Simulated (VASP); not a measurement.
# BN in VASP: further runs

Runs on BN. Level: PBE+D3(BJ). Tasks: single point.

Everything below comes from runs of VASP 6.6.1. Logs are shortened: lines on timing, memory, paths and dates and some standing lists are left out, and cuts for length are marked.

## Step 1: The cell of the first run

The cell holds a slab with vacuum, 4 atoms: a = 2.509 Å, b = 2.509 Å, c = 17.500 Å, α = 90.00°, β = 90.00°, γ = 120.00°.

## Step 2: Single point, PBE+D3(BJ)

INCAR reads:

```
SYSTEM = BN
ALGO = Normal ; DIPOL = 0.5 0.5 0.364
EDIFF = 1E-6 ; ENCUT = 520
GGA = PE ; IDIPOL = 3
ISIF = 2 ; ISMEAR = 0
IVDW = 12 ; LASPH = .TRUE.
LCHARG = .FALSE. ; LDIPOL = .TRUE.
LREAL = .FALSE. ; LWAVE = .FALSE.
NBANDS = 16 ; NELM = 100
PREC = Accurate ; SIGMA = 0.05
```

KPOINTS reads:

```
k-points
0
G
  12 12 1
  0 0 0
```

POSCAR reads:

```
BN
1.0
    2.5087622849      0.0000000000      0.0000000000
   -1.2543811425      2.1726518708      0.0000000000
    0.0000000000      0.0000000000     17.5000000000
B N
2 2
Direct
    0.0000000000      0.0000000000      0.2571428571
    0.3333333333      0.6666666667      0.4702857143
    0.6666666667      0.3333333333      0.2571428571
    1.0000000000      1.0000000000      0.4702857143
```

Potentials or basis: VASP PAW PBE potentials, release 64 (B, N).

Started as:

```bash
$ cat potpaw_PBE.64/B/POTCAR potpaw_PBE.64/N/POTCAR > POTCAR
$ mpirun -np 1 vasp_std > vasp.out
```

OUTCAR:

```text
SYSTEM = BN
   EDIFF = 1E-6
   ENCUT = 520
   GGA = PE
   ISIF = 2
   ISMEAR = 0
   IVDW = 12
   LASPH = .TRUE.
   LREAL = .FALSE.
   NELM = 100
   PREC = Accurate
 IVDW          = 12

 ion  position               nearest neighbor table
   1  0.000  0.000  0.257-   3 1.45   3 1.45   3 1.45
   2  0.333  0.667  0.470-   4 1.45   4 1.45   4 1.45
   3  0.667  0.333  0.257-   1 1.45   1 1.45   1 1.45
   4  0.000  0.000  0.470-   2 1.45   2 1.45   2 1.45

  LATTYP: Found a hexagonal cell.
 ALAT       =     2.5087622849
 C/A-ratio  =     6.9755512929

  Lattice vectors:

 A1 = (   2.5087622849,   0.0000000000,   0.0000000000)
 A2 = (  -1.2543811425,   2.1726518708,   0.0000000000)
 A3 = (   0.0000000000,   0.0000000000,  17.5000000000)

Analysis of symmetry for initial positions (statically):
=====================================================================
 Subroutine PRICEL returns:
 Original cell was already a primitive cell.

 Routine SETGRP: Setting up the symmetry group for a
 hexagonal supercell.

 Subroutine GETGRP returns: Found  6 space group operations
 (whereof  6 operations were pure point group operations)
 out of a pool of 24 trial point group operations.

The static configuration has the point symmetry C_3v.

Analysis of symmetry for dynamics (positions and initial velocities):
=====================================================================
 Subroutine PRICEL returns:
 Original cell was already a primitive cell.

 Routine SETGRP: Setting up the symmetry group for a
 hexagonal supercell.

 Subroutine GETGRP returns: Found  6 space group operations
 (whereof  6 operations were pure point group operations)
 out of a pool of 24 trial point group operations.

The dynamic configuration has the point symmetry C_3v.

 Subroutine INISYM returns: Found  6 space group operations
 (whereof  6 operations are pure point group operations),
 and found     1 'primitive' translations

----------------------------------------------------------------------------------------

                                     Primitive cell

  volume of cell :      95.3867

  direct lattice vectors                    reciprocal lattice vectors
     2.508762285  0.000000000  0.000000000     0.398602931  0.230133510  0.000000000
    -1.254381142  2.172651871  0.000000000     0.000000000  0.460267019  0.000000000
     0.000000000  0.000000000 17.500000000     0.000000000  0.000000000  0.057142857

  length of vectors
     2.508762285  2.508762285 17.500000000     0.460267019  0.460267019  0.057142857

  position of ions in fractional coordinates (direct lattice)
     0.000000000  0.000000000  0.257142857
     0.333333333  0.666666667  0.470285714
     0.666666667  0.333333333  0.257142857
     0.000000000  0.000000000  0.470285714

  ion indices of the primitive-cell ions
   primitive index   ion index
                 1           1
                 2           2
                 3           3
                 4           4

----------------------------------------------------------------------------------------

 KPOINTS: k-points

Automatic generation of k-mesh.
 Grid dimensions read from file:
 generate k-points for:   12   12    1

 Generating k-lattice:

  Cartesian coordinates                     Fractional coordinates (reciprocal lattice)
     0.033216911  0.019177792  0.000000000     0.083333333  0.000000000  0.000000000
     0.000000000  0.038355585  0.000000000     0.000000000  0.083333333  0.000000000
     0.000000000  0.000000000  0.057142857     0.000000000  0.000000000  1.000000000

  Length of vectors
     0.038355585  0.038355585  0.057142857

  Shift w.r.t. Gamma in fractional coordinates (k-lattice)
     0.000000000  0.000000000  0.000000000

 Subroutine IBZKPT returns following result:
 ===========================================

 Found     19 irreducible k-points:

 Following reciprocal coordinates:
            Coordinates               Weight
  0.000000  0.000000  0.000000      1.000000
  0.083333 -0.000000  0.000000      6.000000
  0.166667  0.000000  0.000000      6.000000
  0.250000  0.000000  0.000000      6.000000
  0.333333  0.000000  0.000000      6.000000
  0.416667  0.000000  0.000000      6.000000
[... 11 lines left out ...]
  0.333333  0.250000  0.000000     12.000000
  0.333333  0.333333  0.000000      2.000000
   k-points           NKPTS =     19   k-points in BZ     NKDIM =     19   number of bands    NBANDS=     16
   number of dos      NEDOS =    301   number of ions     NIONS =      4
   total plane-waves  NPLWV =  56000
   dimension x,y,z NGX =    20 NGY =   20 NGZ =  140
   dimension x,y,z NGXF=    40 NGYF=   40 NGZF=  280
   ions per type =               2   2
   NGX,Y,Z   is equivalent  to a cutoff of  13.25, 13.25, 13.30 a.u.
   NGXF,Y,Z  is equivalent  to a cutoff of  26.51, 26.51, 26.60 a.u.
 SYSTEM =  BN
   PREC   = accura    normal or accurate (medium, high low for compatibility)
   ISTART =      0    job   : 0-new  1-cont  2-samecut
   ICHARG =      2    charge: 1-file 2-atom 10-const
   ISPIN  =      1    spin polarized calculation?
   LNONCOLLINEAR =      F non collinear calculations
   LSORBIT =      F    spin-orbit coupling
   LASPH  =      T    aspherical Exc in radial PAW
   ENCUT  =  520.0 eV  38.22 Ry    6.18 a.u.   4.66  4.66 32.54*2*pi/ulx,y,z
   NELM   =    100;   NELMIN=  2; NELMDL= -5     # of ELM steps
   EDIFF  = 0.1E-05   stopping-criterion for ELM
   LREAL  =      F    real-space projection
   EDIFFG = 0.1E-04   stopping-criterion for IOM
   NSW    =      0    number of steps for IOM
   IBRION =     -1    ionic relax: 0-MD 1-quasi-New 2-CG
   NFREE  =      0    steps in history (QN), initial steepest desc. (CG)
   ISIF   =      2    stress and relaxation
   ISYM   =      2    0-nonsym 1-usesym 2-fastsym
   POTIM  = 0.5000    time-step for ionic-motion
   TEBEG  =    0.0;   TEEND  =   0.0 temperature during run
   PSTRESS=    0.0 pullay stress
   NELECT =      16.0000    total number of electrons
   NUPDOWN=      -1.0000    fix difference up-down
   EMIN   =  10.00;   EMAX   =-10.00  energy-range for DOS
   EFERMI =   0.00;   METHOD = LEGACY
   ISMEAR =     0;   SIGMA  =   0.05  broadening in eV -4-tet -1-fermi 0-gaus
   EFERMI_NEDOS =   21; number of points for ismear=-14 and -15
   IALGO  =     38    algorithm
   IMIX   =      4    mixing-type and parameters
     AMIX     =   0.40;   BMIX     =  1.00
     AMIX_MAG =   1.60;   BMIX_MAG =  1.00
  volume/ion in A,a.u.               =      23.85       160.93
  Fermi-wavevector in a.u.,A,eV,Ry     =   0.902857  1.706152 11.090797  0.815151
  Thomas-Fermi vector in A             =   2.026112
   LORBIT       =      0    0 simple, 1 ext, 2 COOP (PROOUT), +10 PAW based schemes
   GGA     = PE    functional components
   LHFCALC =     F    Hartree Fock is set to
   AEXX    =    0.0000 exact exchange contribution
   IVDW    =    12    specifies the selected vdW correction
   LEPSILON=     F    determine dielectric tensor
   LRPA    =     F    only Hartree local field effects (RPA)
 non-spin polarized calculation
 Gauss-broadening in eV      SIGMA  =   0.05
  energy-cutoff  :      520.00
  volume of cell :       95.39
 maximum number of plane-waves:      2588
 NGX is ok and might be reduce to    20
   NGX =  9   NGY =  9   NGZ = 65

 dipolmoment           0.000000      0.000000      0.000139 electrons x Angstroem

 number of electron      16.0000000 magnetization

 dipolmoment           0.000000      0.000000     -0.001114 electrons x Angstroem

 Free energy of the ion-electron system (eV)
  ---------------------------------------------------
  ext. energy  EPLUGINS =         0.00000000
  ---------------------------------------------------
  free energy    TOTEN  =       -35.19940088 eV

  energy without entropy =      -35.19940088  energy(sigma->0) =      -35.19940088

 E-fermi :  -2.5271     XC(G=0):  -4.3751

 val. band max:       -2.7343996316   @ k =   0.3333   0.3333   0.0000
 cond. band min:       1.8685689527   @ k =   0.5000   0.0000   0.0000
 fundamental gap:      4.6029685844
 Fermi energy:        -2.5271341109

 k-point     1 :       0.0000    0.0000    0.0000
  band No.  band energies     occupation
      1     -20.4197      2.00000
      2     -20.3525      2.00000
      3      -8.2566      2.00000
      4      -7.6785      2.00000
      5      -4.1133      2.00000
      6      -4.1133      2.00000
[... 8 lines left out ...]
     15       8.4853      0.00000
     16       8.7774      0.00000

 k-point     2 :       0.0833   -0.0000    0.0000
  band No.  band energies     occupation
      1     -20.2862      2.00000
      2     -20.2199      2.00000
      3      -8.0751      2.00000
      4      -7.5033      2.00000
      5      -4.6712      2.00000
      6      -4.6344      2.00000
[... 8 lines left out ...]
     15       8.4918      0.00000
     16       8.7218      0.00000

 k-point     3 :       0.1667    0.0000    0.0000
  band No.  band energies     occupation
      1     -19.8931      2.00000
      2     -19.8293      2.00000
      3      -7.5388      2.00000
      4      -6.9873      2.00000
      5      -6.0774      2.00000
      6      -6.0394      2.00000
[... 8 lines left out ...]
     15       8.2095      0.00000
     16       8.5431      0.00000

 k-point     4 :       0.2500    0.0000    0.0000
  band No.  band energies     occupation
      1     -19.2676      2.00000
      2     -19.2080      2.00000
      3      -7.8614      2.00000
      4      -7.8225      2.00000
      5      -6.6713      2.00000
      6      -6.1573      2.00000
[... 8 lines left out ...]
     15       7.4947      0.00000
     16       8.2400      0.00000

 k-point     5 :       0.3333    0.0000    0.0000
  band No.  band energies     occupation
      1     -18.4785      2.00000
      2     -18.4251      2.00000
      3      -9.6342      2.00000
      4      -9.5928      2.00000
      5      -6.3443      2.00000
      6      -6.3069      2.00000
[... 8 lines left out ...]
     15       7.9396      0.00000
     16       8.8842      0.00000

 k-point     6 :       0.4167    0.0000    0.0000
  band No.  band energies     occupation
      1     -17.7024      2.00000
      2     -17.6574      2.00000
      3     -11.0526      2.00000
      4     -11.0088      2.00000
      5      -6.7531      2.00000
      6      -6.7156      2.00000
[... 8 lines left out ...]
     15       9.0812      0.00000
     16      10.1719      0.00000
[... 172 lines left out ...]
 k-point    16 :       0.4167    0.1667    0.0000
  band No.  band energies     occupation
      1     -17.0941      2.00000
      2     -17.0557      2.00000
      3     -11.3196      2.00000
      4     -11.2766      2.00000
      5      -8.2399      2.00000
      6      -8.2009      2.00000
[... 8 lines left out ...]
     15      10.5486      0.00000
     16      10.9734      0.00000

 k-point    17 :       0.2500    0.2500    0.0000
  band No.  band energies     occupation
      1     -17.4588      2.00000
      2     -17.4142      2.00000
      3     -10.3520      2.00000
      4     -10.3154      2.00000
      5      -8.6340      2.00000
      6      -8.5965      2.00000
[... 8 lines left out ...]
     15      10.5229      0.00000
     16      11.1683      0.00000

 k-point    18 :       0.3333    0.2500    0.0000
  band No.  band energies     occupation
      1     -16.9509      2.00000
      2     -16.9124      2.00000
      3     -10.8663      2.00000
      4     -10.8265      2.00000
      5      -9.2432      2.00000
      6      -9.2040      2.00000
[... 8 lines left out ...]
     15      11.0891      0.00000
     16      11.4728      0.00000

 k-point    19 :       0.3333    0.3333    0.0000
  band No.  band energies     occupation
      1     -16.7577      2.00000
      2     -16.7210      2.00000
      3     -10.6458      2.00000
      4     -10.6114      2.00000
      5      -9.9252      2.00000
      6      -9.8901      2.00000
[... 8 lines left out ...]
     15      11.8033      0.00000
     16      12.6661      0.00000

------------------------ aborting loop because EDIFF is reached ----------------------------------------

 vacuum level on the upper side and lower side of the slab       (xc-potential included)        -0.140        -0.104

 Edisp (eV)   -0.39201

 E8    (eV) :    -0.1195

  FORCE on cell =-STRESS in cart. coord.  units (eV):
  Direction    XX          YY          ZZ          XY          YZ          ZX
  --------------------------------------------------------------------------------------
  -------------------------------------------------------------------------------------
  Total      -0.03900    -0.03900    -0.22423     0.00000    -0.00000     0.00000
  in kB      -0.65514    -0.65514    -3.76634     0.00000    -0.00000     0.00000
  external pressure =       -1.69 kB  Pullay stress =        0.00 kB

 VOLUME and BASIS-vectors are now :
 -----------------------------------------------------------------------------
  energy-cutoff  :      520.00
  volume of cell :       95.39
      direct lattice vectors                 reciprocal lattice vectors
     2.508762285  0.000000000  0.000000000     0.398602931  0.230133510  0.000000000
    -1.254381142  2.172651871  0.000000000     0.000000000  0.460267019  0.000000000
     0.000000000  0.000000000 17.500000000     0.000000000  0.000000000  0.057142857

 POSITION                                       TOTAL-FORCE (eV/Angst)
 -----------------------------------------------------------------------------------
      0.00000      0.00000      4.50000        -0.000000     -0.000000      0.035440
     -0.00000      1.44843      8.23000        -0.000000      0.000000     -0.032629
      1.25438      0.72422      4.50000         0.000000     -0.000000      0.013614
      0.00000      0.00000      8.23000         0.000000     -0.000000     -0.016424
 -----------------------------------------------------------------------------------
    total drift:                               -0.000001      0.000000      0.000308

  FREE ENERGIE OF THE ION-ELECTRON SYSTEM (eV)
  ---------------------------------------------------
  free  energy   TOTEN  =       -35.5914099184 eV

  energy  without entropy=      -35.5914099184  energy(sigma->0) =      -35.59140992

 vacuum level on the upper side and lower side of the slab         3.034         3.073
```

It took 27 s on 1 thread of Intel Xeon 6975P-C (Granite Rapids), shared host; peak memory 0.23 GiB.

Results:

```
Free energy                : -35.5914 eV
Largest force              : 0.035 eV/Å
Band gap on the k mesh     : 4.60 eV, indirect (least direct gap 4.62 eV)
Dispersion energy per atom : -0.098 eV
```

Forces on the atoms (eV/Å):
```
B    0.000  0.000  0.035
B    0.000  0.000 -0.033
N    0.000  0.000  0.014
N    0.000  0.000 -0.016
```

Levels at points of the mesh, in eV from the valence-band top:
```csv
k point,band 4,band 5,band 6,band 7,band 8,band 9,band 10,band 11,band 12,band 13
"(0.00, 0.00, 0.00)",-4.94,-1.38,-1.38,-1.34,-1.34,4.66,5.28,6.07,7.40,7.96
"(0.50, 0.00, 0.00)",-8.86,-4.16,-4.12,-1.00,-0.84,4.60,4.95,9.65,9.74,12.45
```

## Step 3: Single point, PBE+D3(BJ)

INCAR reads:

```
ALGO = Normal
DIPOL = 0.5 0.5 0.364
EDIFF = 1E-6
ENCUT = 520
GGA = PE
IDIPOL = 3
ISIF = 2
ISMEAR = 0
IVDW = 12
LASPH = True
LCHARG = False
LDIPOL = True
LREAL = False
LWAVE = False
NBANDS = 16
NELM = 80
PREC = Accurate
SIGMA = 0.05
```

KPOINTS reads:

```
k-points
0
Gamma
  12 12 1
```

POSCAR is that of step 2.

Potentials or basis: VASP PAW PBE potentials, release 64 (B, N).

Started as:

```bash
$ cat potpaw_PBE.64/B/POTCAR potpaw_PBE.64/N/POTCAR > POTCAR
$ mpirun -np 1 vasp_std > vasp.out
```

Run time: 24 s. Hardware: 1 thread of Intel Xeon 6975P-C (Granite Rapids), shared host; peak memory 0.23 GiB.

The run converged. Its results:

```
Free energy                : -35.5914 eV
Largest force              : 0.035 eV/Å
Band gap on the k mesh     : 4.60 eV, indirect (least direct gap 4.62 eV)
Dispersion energy per atom : -0.098 eV
```

Forces on the atoms (eV/Å):
```
B    0.000  0.000  0.035
B    0.000  0.000 -0.033
N    0.000  0.000  0.014
N    0.000  0.000 -0.016
```

Levels at points of the mesh, in eV from the valence-band top:
| k point | band 4 | band 5 | band 6 | band 7 | band 8 | band 9 | band 10 | band 11 | band 12 | band 13 |
| --- | --- | --- | --- | --- | --- | --- | --- | --- | --- | --- |
| (0.00, 0.00, 0.00) | -4.94 | -1.38 | -1.38 | -1.34 | -1.34 | 4.66 | 5.28 | 6.07 | 7.40 | 7.96 |
| (0.50, 0.00, 0.00) | -8.86 | -4.16 | -4.12 | -1.00 | -0.84 | 4.60 | 4.95 | 9.65 | 9.74 | 12.45 |
